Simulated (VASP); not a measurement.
# Si2C3 (P6/mmm) in VASP: further runs

Runs on Si2C3. Level: PBE. Tasks: single point.

All numbers are computed with VASP 6.6.1; they aren't measurements. Logs are shortened: lines on timing, memory, paths and dates and some standing lists are left out, and cuts for length are marked.

### 1 The cell of the first run

It takes space group P6/mmm (No. 191, hexagonal). Conventional cell: a = 2.811 Å, b = 2.811 Å, c = 8.927 Å, α = 90.00°, β = 90.00°, γ = 120.00°. Within 2.4 Å of Si (site symmetry 6mm) lie 1 C at 1.81 Å. Within 1.7 Å of C (site symmetry 6mm) lie 1 C at 1.28 Å. Within 1.7 Å of C (site symmetry 6/mmm) lie 2 C at 1.28 Å.

### 2 Single point, PBE

The input, INCAR:

```
SYSTEM = Si2C3
ALGO = Normal ; EDIFF = 1E-6
ENCUT = 520 ; GGA = PE
ISIF = 2 ; ISMEAR = 0
LASPH = .True. ; LCHARG = .False.
LREAL = .False. ; LWAVE = .False.
NBANDS = 18 ; NELM = 100
PREC = Accurate ; SIGMA = 0.1
```

The input, KPOINTS:

```
k-points
0
Gamma
  6 6 2
  0 0 0
```

The input, POSCAR:

```
Si2C3
1.0
    2.8111642632      0.0000000000      0.0000000000
   -1.4055821316      2.4345396661      0.0000000000
    0.0000000000      0.0000000000      8.9267038246
Si C
2 3
Direct
    0.0000000000      0.0000000000      0.8456381856
    0.0000000000      0.0000000000      0.1543618144
    0.0000000000      0.0000000000      0.3570065945
    0.0000000000      0.0000000000      0.5000000000
    0.0000000000      0.0000000000      0.6429934055
```

Potentials or basis: VASP PAW PBE potentials, release 64 (Si, C).

Launch:

```sh
$ cat potpaw_PBE.64/Si/POTCAR potpaw_PBE.64/C/POTCAR > POTCAR
$ mpirun -np 1 vasp_std > vasp.out
```

OUTCAR:

```text
SYSTEM = Si2C3
   EDIFF = 1E-6
   ENCUT = 520
   GGA = PE
   ISIF = 2
   ISMEAR = 0
   LASPH = .True.
   LREAL = .False.
   NELM = 100
   PREC = Accurate

 ion  position               nearest neighbor table
   1  0.000  0.000  0.846-   5 1.81   2 2.76
   2  0.000  0.000  0.154-   3 1.81   1 2.76
   3  0.000  0.000  0.357-   4 1.28   2 1.81
   4  0.000  0.000  0.500-   3 1.28   5 1.28
   5  0.000  0.000  0.643-   4 1.28   1 1.81

  LATTYP: Found a hexagonal cell.
 ALAT       =     2.8111642632
 C/A-ratio  =     3.1754472485

  Lattice vectors:

 A1 = (   2.8111642632,   0.0000000000,   0.0000000000)
 A2 = (  -1.4055821316,   2.4345396661,   0.0000000000)
 A3 = (   0.0000000000,   0.0000000000,   8.9267038246)

Analysis of symmetry for initial positions (statically):
=====================================================================
 Subroutine PRICEL returns:
 Original cell was already a primitive cell.

 Routine SETGRP: Setting up the symmetry group for a
 hexagonal supercell.

 Subroutine GETGRP returns: Found 24 space group operations
 (whereof 24 operations were pure point group operations)
 out of a pool of 24 trial point group operations.

The static configuration has the point symmetry D_6h.

Analysis of symmetry for dynamics (positions and initial velocities):
=====================================================================
 Subroutine PRICEL returns:
 Original cell was already a primitive cell.

 Routine SETGRP: Setting up the symmetry group for a
 hexagonal supercell.

 Subroutine GETGRP returns: Found 24 space group operations
 (whereof 24 operations were pure point group operations)
 out of a pool of 24 trial point group operations.

The dynamic configuration has the point symmetry D_6h.

 Subroutine INISYM returns: Found 24 space group operations
 (whereof 24 operations are pure point group operations),
 and found     1 'primitive' translations

----------------------------------------------------------------------------------------

                                     Primitive cell

  volume of cell :      61.0934

  direct lattice vectors                    reciprocal lattice vectors
     2.811164263  0.000000000  0.000000000     0.355724499  0.205377635  0.000000000
    -1.405582132  2.434539666  0.000000000     0.000000000  0.410755271  0.000000000
     0.000000000  0.000000000  8.926703825     0.000000000  0.000000000  0.112023432

  length of vectors
     2.811164263  2.811164263  8.926703825     0.410755271  0.410755271  0.112023432

  position of ions in fractional coordinates (direct lattice)
     0.000000000  0.000000000  0.845638186
     0.000000000  0.000000000  0.154361814
     0.000000000  0.000000000  0.357006594
     0.000000000  0.000000000  0.500000000
     0.000000000  0.000000000  0.642993406

  ion indices of the primitive-cell ions
   primitive index   ion index
                 1           1
                 2           2
                 3           3
                 4           4
                 5           5

----------------------------------------------------------------------------------------

 KPOINTS: k-points

Automatic generation of k-mesh.
 Grid dimensions read from file:
 generate k-points for:    6    6    2

 Generating k-lattice:

  Cartesian coordinates                     Fractional coordinates (reciprocal lattice)
     0.059287417  0.034229606  0.000000000     0.166666667  0.000000000  0.000000000
     0.000000000  0.068459212  0.000000000     0.000000000  0.166666667  0.000000000
     0.000000000  0.000000000  0.056011716     0.000000000  0.000000000  0.500000000

  Length of vectors
     0.068459212  0.068459212  0.056011716

  Shift w.r.t. Gamma in fractional coordinates (k-lattice)
     0.000000000  0.000000000  0.000000000

 Subroutine IBZKPT returns following result:
 ===========================================

 Found     14 irreducible k-points:

 Following reciprocal coordinates:
            Coordinates               Weight
  0.000000  0.000000  0.000000      1.000000
  0.166667 -0.000000  0.000000      6.000000
  0.333333  0.000000  0.000000      6.000000
  0.500000  0.000000  0.000000      3.000000
  0.166667  0.166667  0.000000      6.000000
  0.333333  0.166667  0.000000     12.000000
  0.333333  0.333333  0.000000      2.000000
  0.000000  0.000000  0.500000      1.000000
  0.166667 -0.000000  0.500000      6.000000
  0.333333  0.000000  0.500000      6.000000
  0.500000  0.000000  0.500000      3.000000
  0.166667  0.166667  0.500000      6.000000
  0.333333  0.166667  0.500000     12.000000
  0.333333  0.333333  0.500000      2.000000
   k-points           NKPTS =     14   k-points in BZ     NKDIM =     14   number of bands    NBANDS=     18
   number of dos      NEDOS =    301   number of ions     NIONS =      5
   total plane-waves  NPLWV =  40320
   dimension x,y,z NGX =    24 NGY =   24 NGZ =   70
   dimension x,y,z NGXF=    48 NGYF=   48 NGZF=  140
   ions per type =               2   3
   NGX,Y,Z   is equivalent  to a cutoff of  14.19, 14.19, 13.04 a.u.
   NGXF,Y,Z  is equivalent  to a cutoff of  28.39, 28.39, 26.07 a.u.
 SYSTEM =  Si2C3
   PREC   = accura    normal or accurate (medium, high low for compatibility)
   ISTART =      0    job   : 0-new  1-cont  2-samecut
   ICHARG =      2    charge: 1-file 2-atom 10-const
   ISPIN  =      1    spin polarized calculation?
   LNONCOLLINEAR =      F non collinear calculations
   LSORBIT =      F    spin-orbit coupling
   LASPH  =      T    aspherical Exc in radial PAW
   ENCUT  =  520.0 eV  38.22 Ry    6.18 a.u.   5.23  5.23 16.60*2*pi/ulx,y,z
   NELM   =    100;   NELMIN=  2; NELMDL= -5     # of ELM steps
   EDIFF  = 0.1E-05   stopping-criterion for ELM
   LREAL  =      F    real-space projection
   EDIFFG = 0.1E-04   stopping-criterion for IOM
   NSW    =      0    number of steps for IOM
   IBRION =     -1    ionic relax: 0-MD 1-quasi-New 2-CG
   NFREE  =      0    steps in history (QN), initial steepest desc. (CG)
   ISIF   =      2    stress and relaxation
   ISYM   =      2    0-nonsym 1-usesym 2-fastsym
   POTIM  = 0.5000    time-step for ionic-motion
   TEBEG  =    0.0;   TEEND  =   0.0 temperature during run
   PSTRESS=    0.0 pullay stress
   NELECT =      20.0000    total number of electrons
   NUPDOWN=      -1.0000    fix difference up-down
   EMIN   =  10.00;   EMAX   =-10.00  energy-range for DOS
   EFERMI =   0.00;   METHOD = LEGACY
   ISMEAR =     0;   SIGMA  =   0.10  broadening in eV -4-tet -1-fermi 0-gaus
   EFERMI_NEDOS =   21; number of points for ismear=-14 and -15
   IALGO  =     38    algorithm
   IMIX   =      4    mixing-type and parameters
     AMIX     =   0.40;   BMIX     =  1.00
     AMIX_MAG =   1.60;   BMIX_MAG =  1.00
  volume/ion in A,a.u.               =      12.22        82.46
  Fermi-wavevector in a.u.,A,eV,Ry     =   1.128288  2.132156 17.320687  1.273035
  Thomas-Fermi vector in A             =   2.264978
   LORBIT       =      0    0 simple, 1 ext, 2 COOP (PROOUT), +10 PAW based schemes
   GGA     = PE    functional components
   LHFCALC =     F    Hartree Fock is set to
   AEXX    =    0.0000 exact exchange contribution
   IVDW    =     0    specifies the selected vdW correction
   LEPSILON=     F    determine dielectric tensor
   LRPA    =     F    only Hartree local field effects (RPA)
 non-spin polarized calculation
 Gauss-broadening in eV      SIGMA  =   0.10
  energy-cutoff  :      520.00
  volume of cell :       61.09
 maximum number of plane-waves:      1668
 NGX is ok and might be reduce to    24
   NGX = 11   NGY = 11   NGZ = 33

 number of electron      19.9999998 magnetization

 Free energy of the ion-electron system (eV)
  ---------------------------------------------------
  ext. energy  EPLUGINS =         0.00000000
  ---------------------------------------------------
  free energy    TOTEN  =       -32.76277194 eV

  energy without entropy =      -32.75420034  energy(sigma->0) =      -32.75848614

 E-fermi :   5.9599     XC(G=0): -10.5803

 val. band max:        5.9294210138   @ k =   0.3333   0.1667   0.5000
 cond. band min:       6.2456328716   @ k =   0.3333   0.0000   0.5000
 fundamental gap:      0.3162118578
 Fermi energy:         5.9598754481

 k-point     1 :       0.0000    0.0000    0.0000
  band No.  band energies     occupation
      1     -10.5562      2.00000
      2      -8.0377      2.00000
      3      -6.3413      2.00000
      4      -4.2361      2.00000
      5      -1.7638      2.00000
      6       1.6688      2.00000
[... 10 lines left out ...]
     17      16.2280      0.00000
     18      16.5103      0.00000

 k-point     2 :       0.1667   -0.0000    0.0000
  band No.  band energies     occupation
      1     -10.1755      2.00000
      2      -7.6260      2.00000
      3      -5.7568      2.00000
      4      -3.8151      2.00000
      5      -1.3005      2.00000
      6       1.9975      2.00000
[... 10 lines left out ...]
     17      14.8174      0.00000
     18      15.1155      0.00000

 k-point     3 :       0.3333    0.0000    0.0000
  band No.  band energies     occupation
      1      -9.2497      2.00000
      2      -6.6489      2.00000
      3      -4.1280      2.00000
      4      -2.6469      2.00000
      5      -0.0655      2.00000
      6       0.6837      2.00000
[... 10 lines left out ...]
     17      14.1788      0.00000
     18      14.2638      0.00000

 k-point     4 :       0.5000    0.0000    0.0000
  band No.  band energies     occupation
      1      -8.6504      2.00000
      2      -6.0486      2.00000
      3      -2.5425      2.00000
      4      -1.4510      2.00000
      5      -0.9449      2.00000
      6       0.9409      2.00000
[... 10 lines left out ...]
     17      13.9393      0.00000
     18      14.4192      0.00000

 k-point     5 :       0.1667    0.1667    0.0000
  band No.  band energies     occupation
      1      -9.5130      2.00000
      2      -6.9227      2.00000
      3      -4.6420      2.00000
      4      -3.0178      2.00000
      5      -0.4430      2.00000
      6       1.6680      2.00000
[... 10 lines left out ...]
     17      13.3524      0.00000
     18      15.5570      0.00000

 k-point     6 :       0.3333    0.1667    0.0000
  band No.  band energies     occupation
      1      -8.6816      2.00000
      2      -6.0822      2.00000
      3      -2.8099      2.00000
      4      -1.6597      2.00000
      5      -0.1198      2.00000
      6       1.0226      2.00000
[... 10 lines left out ...]
     17      12.1993      0.00000
     18      15.4915      0.00000

 k-point     7 :       0.3333    0.3333    0.0000
  band No.  band energies     occupation
      1      -8.3762      2.00000
      2      -5.7953      2.00000
      3      -1.8942      2.00000
      4      -0.9571      2.00000
      5       0.5322      2.00000
      6       0.5322      2.00000
[... 10 lines left out ...]
     17      13.4132      0.00000
     18      15.7793      0.00000

 k-point     8 :       0.0000    0.0000    0.5000
  band No.  band energies     occupation
      1     -10.5482      2.00000
      2      -8.1602      2.00000
      3      -5.5578      2.00000
      4      -5.2711      2.00000
      5      -0.9479      2.00000
      6       1.0555      2.00000
[... 10 lines left out ...]
     17      15.4257      0.00000
     18      16.9448      0.00000

 k-point     9 :       0.1667   -0.0000    0.5000
  band No.  band energies     occupation
      1     -10.1692      2.00000
      2      -7.7223      2.00000
      3      -5.0233      2.00000
      4      -4.7846      2.00000
      5      -0.5831      2.00000
      6       1.4690      2.00000
[... 10 lines left out ...]
     17      14.5974      0.00000
     18      16.1273      0.00000

 k-point    10 :       0.3333    0.0000    0.5000
  band No.  band energies     occupation
      1      -9.2469      2.00000
      2      -6.6874      2.00000
      3      -3.5778      2.00000
      4      -3.3849      2.00000
      5       0.4200      2.00000
      6       0.6963      2.00000
[... 10 lines left out ...]
     17      13.7544      0.00000
     18      14.8348      0.00000

 k-point    11 :       0.5000    0.0000    0.5000
  band No.  band energies     occupation
      1      -8.6494      2.00000
      2      -6.0593      2.00000
      3      -2.2657      2.00000
      4      -1.8258      2.00000
      5      -0.8566      2.00000
      6       0.3331      2.00000
[... 10 lines left out ...]
     17      11.8600      0.00000
     18      14.4125      0.00000

 k-point    12 :       0.1667    0.1667    0.5000
  band No.  band energies     occupation
      1      -9.5092      2.00000
      2      -6.9766      2.00000
      3      -4.0245      2.00000
      4      -3.8384      2.00000
      5       0.1110      2.00000
      6       1.6702      2.00000
[... 10 lines left out ...]
     17      14.1691      0.00000
     18      14.9351      0.00000

 k-point    13 :       0.3333    0.1667    0.5000
  band No.  band energies     occupation
      1      -8.6804      2.00000
      2      -6.0959      2.00000
      3      -2.4648      2.00000
      4      -2.1365      2.00000
      5      -0.0755      2.00000
      6       1.0550      2.00000
[... 10 lines left out ...]
     17      13.3726      0.00000
     18      13.9903      0.00000

 k-point    14 :       0.3333    0.3333    0.5000
  band No.  band energies     occupation
      1      -8.3756      2.00000
      2      -5.8011      2.00000
      3      -1.7163      2.00000
      4      -1.1923      2.00000
      5       0.5845      2.00000
      6       0.5845      2.00000
[... 10 lines left out ...]
     17      13.6367      0.00000
     18      13.6367      0.00000

------------------------ aborting loop because EDIFF is reached ----------------------------------------

  FORCE on cell =-STRESS in cart. coord.  units (eV):
  Direction    XX          YY          ZZ          XY          YZ          ZX
  --------------------------------------------------------------------------------------
  -------------------------------------------------------------------------------------
  Total        0.0182965      0.0182965     -0.0235123      0.0000000      0.0000000      0.0000000
  in kB        0.4798278      0.4798278     -0.6166118      0.0000000      0.0000000      0.0000000
  external PRESSURE =       0.1143480 kB  Pullay stress =       0.0000000 kB

 VOLUME and BASIS-vectors are now :
 -----------------------------------------------------------------------------
  energy-cutoff  :      520.00
  volume of cell :       61.09
      direct lattice vectors                 reciprocal lattice vectors
     2.811164263  0.000000000  0.000000000     0.355724499  0.205377635  0.000000000
    -1.405582132  2.434539666  0.000000000     0.000000000  0.410755271  0.000000000
     0.000000000  0.000000000  8.926703825     0.000000000  0.000000000  0.112023432

 POSITION                                       TOTAL-FORCE (eV/Angst)
 -----------------------------------------------------------------------------------
      0.00000      0.00000      7.54876         0.000000      0.000000     -0.023913
      0.00000      0.00000      1.37794        -0.000000     -0.000000      0.023913
      0.00000      0.00000      3.18689         0.000000     -0.000000     -0.041754
      0.00000      0.00000      4.46335         0.000000     -0.000000      0.000000
      0.00000      0.00000      5.73981         0.000000      0.000000      0.041754
 -----------------------------------------------------------------------------------
    total drift:                                0.000000      0.000000      0.000000

  FREE ENERGIE OF THE ION-ELECTRON SYSTEM (eV)
  ---------------------------------------------------
  free  energy   TOTEN  =       -32.7627719441 eV

  energy  without entropy=      -32.7542003439  energy(sigma->0) =      -32.75848614
```

Wall time 8.9 s (1 thread of Intel Xeon 6975P-C (Granite Rapids), shared host); peak memory 0.18 GiB.

Results:

- Free energy: -32.7628 eV
- Pressure: 0.0 GPa
- Largest force: 0.042 eV/Å
- Band gap on the k mesh: zero (bands 10 and 11 overlap by 5.12 eV)

Forces on the atoms (eV/Å):
```
Si   0.000  0.000 -0.024
Si   0.000  0.000  0.024
C    0.000  0.000 -0.042
C    0.000  0.000  0.000
C    0.000  0.000  0.042
```

Caveat: the k points lie up to 0.43 Å⁻¹ apart, too coarse for converged energies and pressures of a metal.

### 3 Single point, PBE

This run uses another cell than the first one, of 13.77 Å³/atom.

The input, INCAR:

```
SYSTEM = Si2C3
PREC     = Accurate       ! precision mode
ENCUT    = 520            ! plane-wave cutoff, eV
EDIFF    = 1E-6           ! SCF threshold, eV
ISMEAR   = 0              ! smearing method
SIGMA    = 0.1            ! smearing width, eV
LREAL    = .FALSE.        ! projectors in reciprocal space
LASPH    = .TRUE.         ! aspherical terms in the spheres
NELM     = 80             ! most SCF steps
ALGO     = Normal         ! electronic algorithm
ISIF     = 2              ! what is computed and relaxed
LWAVE    = .FALSE.        ! write WAVECAR
LCHARG   = .FALSE.        ! write CHGCAR
GGA      = PE             ! functional
NBANDS   = 18             ! bands
```

The input, KPOINTS:

```
regular mesh
0
G
  6 6 2
  0 0 0
```

The input, POSCAR:

```
Si2C3
1.0
    2.5676600600      0.0000000000      0.0000000000
   -1.2838300300      2.2236588400      0.0000000000
    0.0000000000      0.0000000000     12.0559103100
Si C
2 3
Direct
    0.0000000000      0.0000000000      0.9000000000
    0.0000000000      0.0000000000      0.1000000000
    0.0000000000      0.0000000000      0.3000000000
    0.0000000000      0.0000000000      0.5000000000
    0.0000000000      0.0000000000      0.7000000000
```

Potentials or basis: VASP PAW PBE potentials, release 64 (Si, C).

Launch:

```sh
$ cat potpaw_PBE.64/Si/POTCAR potpaw_PBE.64/C/POTCAR > POTCAR
$ mpirun -np 1 vasp_std > vasp.out
```

Wall time 10 s (1 thread of Intel Xeon 6975P-C (Granite Rapids), shared host); peak memory 0.17 GiB.

It converged, with:

```
Free energy            : -22.9043 eV
Pressure               : -19.5 GPa
Largest force          : 2.285 eV/Å
Band gap on the k mesh : zero (bands 10 and 11 overlap by 6.12 eV)
```

Forces on the atoms (eV/Å):
```
Si   0.000  0.000 -2.285
Si   0.000  0.000  2.285
C    0.000  0.000 -0.109
C    0.000  0.000  0.000
C    0.000  0.000  0.109
```

Stress tensor (GPa, compression positive):
```
-18.96   0.00   0.00
  0.00 -18.96   0.00
  0.00   0.00 -20.57
```

Levels at points of the mesh, in eV from the Fermi level:
```csv
k point,band 6,band 7,band 8,band 9,band 10,band 11,band 12,band 13,band 14,band 15
"(0.00, 0.00, 0.00)",-5.06,-3.83,0.41,0.93,4.21,4.21,4.52,4.52,4.80,4.80
"(0.50, 0.00, 0.00)",-4.81,-3.82,-3.70,-2.71,-2.36,-0.58,-0.39,2.51,2.85,3.27
"(0.00, 0.00, 0.50)",-5.74,-2.02,-1.97,2.58,4.21,4.21,4.52,4.52,4.77,4.80
"(0.50, 0.00, 0.50)",-4.85,-3.51,-3.32,-3.23,-2.09,-1.73,1.33,1.83,2.51,2.85
```

Caveat: the k points lie up to 0.47 Å⁻¹ apart, too coarse for converged energies and pressures of a metal; forces of over 1 eV/Å act on the atoms, so gaps and moduli don't describe the material at rest.
